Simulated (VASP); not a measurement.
# Zn15S16 (a cell with a defect) in VASP: single point with PBE

Aim: the single point of Zn15S16 (a cell with a defect) with PBE.

All numbers are computed with VASP 6.6.1; they aren't measurements. Logs are shortened: lines on timing, memory, paths and dates and some standing lists are left out, and cuts for length are marked.

### Step 1. The cell of the first run

The cell holds a defect, 31 atoms: a = 9.426 Å, b = 9.426 Å, c = 9.426 Å, α = 109.47°, β = 109.47°, γ = 109.47°.

### Step 2. Single point, PBE

The input, INCAR:

```
PREC = Accurate ; ENCUT = 520
EDIFF = 1E-7 ; ISMEAR = 0
SIGMA = 0.02 ; LREAL = Auto
LASPH = T ; NELM = 80
ALGO = Normal ; ISIF = 2
LWAVE = F ; LCHARG = F
GGA = PE ; NBANDS = 159
NELECT = 278.0 ; KPAR = 2
NCORE = 2
```

The input, KPOINTS:

```
Automatic mesh
0
Gamma
  2 2 2
  0.5 0.5 0.5
```

The input, POSCAR:

```
Zn15S16
1.0
   -5.4423087611     -5.4423087611      5.4423087611
    5.4423087611     -5.4423087611     -5.4423087611
    5.4423087611      5.4423087611      5.4423087611
Zn S
15 16
Direct
    0.1226854317      0.0000044099      0.9599701578
    0.4970848988      0.7617495960      0.7621847973
    0.2562332571      0.7395750915     -0.0010252083
    0.0099946553      0.7634209455      0.2552018933
    0.7487648494     -0.0000007350      0.2389637481
    0.4893168721     -0.0000005512      0.4995147500
   -0.0087584152      0.2514678163      0.7440780518
    0.7508024957      0.5083300344      0.7555820848
    0.4985764533      0.4861482720     -0.0050930591
    0.2424724612      0.4916708363      0.2472512235
    0.0124292838      0.5138514963      0.5087584372
    0.7397743636      0.7485316763      0.4926107867
    0.7353340605      0.2382486105      0.0004342826
    0.5166610575      0.2604257792      0.2594023165
    0.2465729268      0.2365776285      0.4917810836
    0.2488499935      0.7593205717      0.7587905577
    0.0106145209      0.7565190952      0.9980086097
    0.4949074222      0.4993651811      0.7456510974
    0.2484361986      0.4911433028      0.9988909558
   -0.0044585857      0.5006333928      0.2462847220
    0.7460024189      0.7466895353      0.2411799032
    0.4900988013      0.7454772741      0.4974268493
   -0.0117629306      0.0000001837      0.7183483466
    0.7446208361      0.2545222186      0.7519492516
    0.4895291901      0.2406796559      0.9994714080
    0.2540984095      0.2434837967      0.2414921787
   -0.0006878515      0.2533094980      0.4944894011
    0.7572948689      0.5088572923      0.5077495823
    0.7564514769     -0.0000006431      0.9973647653
    0.5029483111     -0.0000003675      0.2534222258
    0.2484459371     -0.0000008269      0.5065313493
```

Potentials or basis: VASP PAW PBE potentials, release 64 (Zn, S).

Run with:

```
> cat potpaw_PBE.64/Zn/POTCAR potpaw_PBE.64/S/POTCAR > POTCAR
> mpirun -np 4 vasp_std > vasp.out
```

OUTCAR:

```text
PREC = Accurate
   ENCUT = 520
   EDIFF = 1E-7
   ISMEAR = 0
   LREAL = Auto
   LASPH = T
   NELM = 80
   ISIF = 2
   GGA = PE
   NELECT = 278.0

 ion  position               nearest neighbor table
   1  0.123  0.000  0.960-  23 2.21  26 2.39  17 2.39
   2  0.497  0.762  0.762-  29 2.31  16 2.32  18 2.42  22 2.43
   3  0.256  0.740  0.999-  16 2.31  19 2.32  17 2.37  30 2.40
   4  0.010  0.763  0.255-  31 2.29  21 2.40  17 2.41  20 2.41
   5  0.749  1.000  0.239-  29 2.30  30 2.37  21 2.39  27 2.39
   6  0.489  1.000  0.500-  31 2.29  30 2.37  22 2.40  24 2.40
   7  0.991  0.251  0.744-  23 2.29  24 2.36  19 2.37  27 2.38
   8  0.751  0.508  0.756-  18 2.35  28 2.36  17 2.36  24 2.36
   9  0.499  0.486  0.995-  25 2.30  21 2.37  18 2.38  19 2.39
  10  0.242  0.492  0.247-  20 2.35  19 2.36  26 2.36  22 2.36
  11  0.012  0.514  0.509-  16 2.30  27 2.37  20 2.38  28 2.39
  12  0.740  0.749  0.493-  23 2.29  22 2.36  28 2.37  21 2.38
  13  0.735  0.238  0.000-  29 2.31  25 2.32  20 2.42  24 2.43
  14  0.517  0.260  0.259-  25 2.31  28 2.32  26 2.37  30 2.40
  15  0.247  0.237  0.492-  31 2.29  27 2.40  26 2.41  18 2.41
  16  0.249  0.759  0.759-  11 2.30   3 2.31   2 2.32
  17  0.011  0.757  0.998-   8 2.36   3 2.37   1 2.39   4 2.41
  18  0.495  0.499  0.746-   8 2.35   9 2.38  15 2.41   2 2.42
  19  0.248  0.491  0.999-   3 2.32  10 2.36   7 2.37   9 2.39
  20  0.996  0.501  0.246-  10 2.35  11 2.38   4 2.41  13 2.42
  21  0.746  0.747  0.241-   9 2.37  12 2.38   5 2.39   4 2.40
  22  0.490  0.745  0.497-  12 2.36  10 2.36   6 2.40   2 2.43
  23  0.988  0.000  0.718-   1 2.21   7 2.29  12 2.29
  24  0.745  0.255  0.752-   7 2.36   8 2.36   6 2.40  13 2.43
  25  0.490  0.241  0.999-   9 2.30  14 2.31  13 2.32
  26  0.254  0.243  0.241-  10 2.36  14 2.37   1 2.39  15 2.41
  27  0.999  0.253  0.494-  11 2.37   7 2.38   5 2.39  15 2.40
  28  0.757  0.509  0.508-  14 2.32   8 2.36  12 2.37  11 2.39
  29  0.756  1.000  0.997-   5 2.30  13 2.31   2 2.31
  30  0.503  1.000  0.253-   6 2.37   5 2.37  14 2.40   3 2.40
  31  0.248  1.000  0.507-  15 2.29   4 2.29   6 2.29

  LATTYP: Found a body centered cubic cell.
 ALAT       =    10.8846175222

  Lattice vectors:

 A1 = (  -5.4423087611,  -5.4423087611,   5.4423087611)
 A2 = (   5.4423087611,  -5.4423087611,  -5.4423087611)
 A3 = (   5.4423087611,   5.4423087611,   5.4423087611)

Analysis of symmetry for initial positions (statically):
=====================================================================
 Subroutine PRICEL returns:
 Original cell was already a primitive cell.

[... 164 lines left out ...]
   ISIF   =      2    stress and relaxation
   ISYM   =      2    0-nonsym 1-usesym 2-fastsym
   POTIM  = 0.5000    time-step for ionic-motion
   TEBEG  =    0.0;   TEEND  =   0.0 temperature during run
   PSTRESS=    0.0 pullay stress
   NELECT =     278.0000    total number of electrons
   NUPDOWN=      -1.0000    fix difference up-down
   EMIN   =  10.00;   EMAX   =-10.00  energy-range for DOS
   EFERMI =   0.00;   METHOD = LEGACY
   ISMEAR =     0;   SIGMA  =   0.02  broadening in eV -4-tet -1-fermi 0-gaus
   EFERMI_NEDOS =   21; number of points for ismear=-14 and -15
   IALGO  =     38    algorithm
   IMIX   =      4    mixing-type and parameters
     AMIX     =   0.40;   BMIX     =  1.00
     AMIX_MAG =   1.60;   BMIX_MAG =  1.00
  volume/ion in A,a.u.               =      20.80       140.36
  Fermi-wavevector in a.u.,A,eV,Ry     =   1.236763  2.337144 20.811246  1.529583
  Thomas-Fermi vector in A             =   2.371358
   LORBIT       =      0    0 simple, 1 ext, 2 COOP (PROOUT), +10 PAW based schemes
   GGA     = PE    functional components
   LHFCALC =     F    Hartree Fock is set to
   AEXX    =    0.0000 exact exchange contribution
   IVDW    =     0    specifies the selected vdW correction
   LEPSILON=     F    determine dielectric tensor
   LRPA    =     F    only Hartree local field effects (RPA)
 non-spin polarized calculation
 Gauss-broadening in eV      SIGMA  =   0.02
  energy-cutoff  :      520.00
  volume of cell :      644.78
 maximum number of plane-waves:     17388
 NGX is ok and might be reduce to    70
   NGX = 35   NGY = 35   NGZ = 35

 number of electron     278.0000016 magnetization

 Free energy of the ion-electron system (eV)
  ---------------------------------------------------
  ext. energy  EPLUGINS =         0.00000000
  ---------------------------------------------------
  free energy    TOTEN  =      -100.11409573 eV

  energy without entropy =     -100.11409573  energy(sigma->0) =     -100.11409573

 E-fermi :   1.9486     XC(G=0):  -9.4497

 val. band max:        1.8269080600   @ k =   0.2500   0.2500   0.2500
 cond. band min:       4.5212920724   @ k =   0.2500  -0.2500   0.2500
 fundamental gap:      2.6943840124
 Fermi energy:         1.9485985588

 k-point     1 :       0.2500    0.2500    0.2500
  band No.  band energies     occupation
      1     -10.9367      2.00000
      2     -10.9173      2.00000
      3     -10.7888      2.00000
      4     -10.6669      2.00000
      5     -10.3845      2.00000
      6     -10.3749      2.00000
[... 605 lines left out ...]
    150       6.3201      0.00000
    151       6.3524      0.00000
 [bands above 151 left out]

------------------------ aborting loop because EDIFF is reached ----------------------------------------

  FORCE on cell =-STRESS in cart. coord.  units (eV):
  Direction    XX          YY          ZZ          XY          YZ          ZX
  --------------------------------------------------------------------------------------
  -------------------------------------------------------------------------------------
  Total       13.2413012     13.2409860     16.4552933     -0.5154643     -0.4251592     -0.4256189
  in kB       32.9027140     32.9019309     40.8890187     -1.2808542     -1.0564590     -1.0576012
  external PRESSURE =      35.5645546 kB  Pullay stress =       0.0000000 kB

 VOLUME and BASIS-vectors are now :
 -----------------------------------------------------------------------------
  energy-cutoff  :      520.00
  volume of cell :      644.78
      direct lattice vectors                 reciprocal lattice vectors
    -5.442308761 -5.442308761  5.442308761     0.000000000 -0.091872773  0.091872773
     5.442308761 -5.442308761 -5.442308761     0.091872773 -0.091872773  0.000000000
     5.442308761  5.442308761  5.442308761     0.091872773  0.000000000  0.091872773

 POSITION                                       TOTAL-FORCE (eV/Angst)
 -----------------------------------------------------------------------------------
      4.55679      4.55674      5.89212         0.527039      0.527129     -0.160452
      5.58843     -2.70292      2.70766        -0.017413      0.012535     -0.007670
      8.06722      0.01723      2.80623        -0.055213     -0.076230     -0.028925
      5.48927     -2.82028     -2.71149         0.014597      0.022192      0.005992
      2.66781     -8.21680     -0.06678        -0.017457     -0.017435     -0.002566
      5.49781     -5.38681     -0.06078        -0.014970     -0.014949      0.003445
[... 23 lines left out ...]
      4.08431     -6.80030     -1.32590        -0.010725     -0.010757     -0.011817
      6.84688     -4.03772     -1.33348        -0.003844     -0.003919      0.033006
 -----------------------------------------------------------------------------------
    total drift:                                0.000874      0.001148      0.003160

  FREE ENERGIE OF THE ION-ELECTRON SYSTEM (eV)
  ---------------------------------------------------
  free  energy   TOTEN  =      -100.1140957288 eV

  energy  without entropy=     -100.1140957288  energy(sigma->0) =     -100.11409573
```

OSZICAR:

```text
N       E                     dE             d eps       ncg     rms          rms(c)
DAV:   1     0.280292882008E+04    0.28029E+04   -0.12141E+05  1272   0.207E+03
DAV:   2     0.452353912419E+03   -0.23506E+04   -0.22908E+04  1272   0.529E+02
DAV:   3    -0.607921196552E+02   -0.51315E+03   -0.49696E+03  1366   0.203E+02
[... 14 lines left out ...]
DAV:  18    -0.100114095720E+03    0.25351E-05   -0.28248E-05  1640   0.565E-02    0.992E-03
DAV:  19    -0.100114096175E+03   -0.45475E-06   -0.14437E-05  1856   0.290E-02    0.518E-03
DAV:  20    -0.100114095945E+03    0.22982E-06   -0.28091E-06  1520   0.986E-03    0.282E-03
DAV:  21    -0.100114095729E+03    0.21567E-06   -0.28650E-07   960   0.476E-03    0.211E-03
DAV:  22    -0.100114095729E+03    0.23283E-09   -0.12872E-07   720   0.254E-03
   1 F= -.10011410E+03 E0= -.10011410E+03  d E =-.235606E-18
```

stdout:

```text
POSCAR found type information on POSCAR ZnS
 POSCAR found :  2 types and      31 ions
 scaLAPACK will be used
 LDA part: xc-table for (Slater+PW92), standard interpolation
 POSCAR, INCAR and KPOINTS ok, starting setup
 FFT: planning ... GRIDC
 FFT: planning ... GRID_SOFT
 FFT: planning ... GRID
 WAVECAR not read
 entering main loop
 the old and the new charge density differ
 old charge density:   276.00000 new  278.00000
BRMIX: very serious problems
 the old and the new charge density differ
 old charge density:   276.00000 new  278.00000
    0.270E+01
```

Wall time 6.7 min (4 MPI ranks of Intel Xeon Platinum 8259CL at 2.50GHz (Skylake/Cascade Lake), shared host); peak memory 0.5 GiB.

What came out:

| Item | Value |
| --- | --- |
| Free energy | -100.1141 eV |
| Largest force | 0.762 eV/Å |

Forces on the atoms (eV/Å):
```
Zn   0.527  0.527 -0.160
Zn  -0.017  0.013 -0.008
Zn  -0.055 -0.076 -0.029
Zn   0.015  0.022  0.006
Zn  -0.017 -0.017 -0.003
Zn  -0.015 -0.015  0.003
Zn  -0.016  0.023  0.016
Zn  -0.047  0.012 -0.024
Zn  -0.012 -0.016  0.028
Zn   0.012 -0.047 -0.024
Zn  -0.016 -0.012  0.028
Zn   0.023 -0.016  0.016
Zn   0.013 -0.017 -0.008
Zn  -0.076 -0.055 -0.029
Zn   0.022  0.015  0.006
S   -0.043 -0.040 -0.008
S   -0.027  0.046  0.034
S   -0.011 -0.006  0.003
S   -0.004 -0.024  0.008
S   -0.006 -0.011  0.003
S    0.005 -0.016 -0.003
S   -0.001 -0.012  0.013
S   -0.155 -0.155  0.046
S   -0.011 -0.001  0.013
S   -0.040 -0.043 -0.008
S    0.046 -0.027  0.034
S   -0.015  0.005 -0.003
S   -0.024 -0.004  0.008
S   -0.037 -0.037  0.023
S   -0.011 -0.011 -0.012
S   -0.004 -0.004  0.033
```

Caveat: the cell carries a net charge on a neutralising background, which shifts energy and pressure; the cell is charged against a uniform background, so pressure and absolute levels hang on convention.
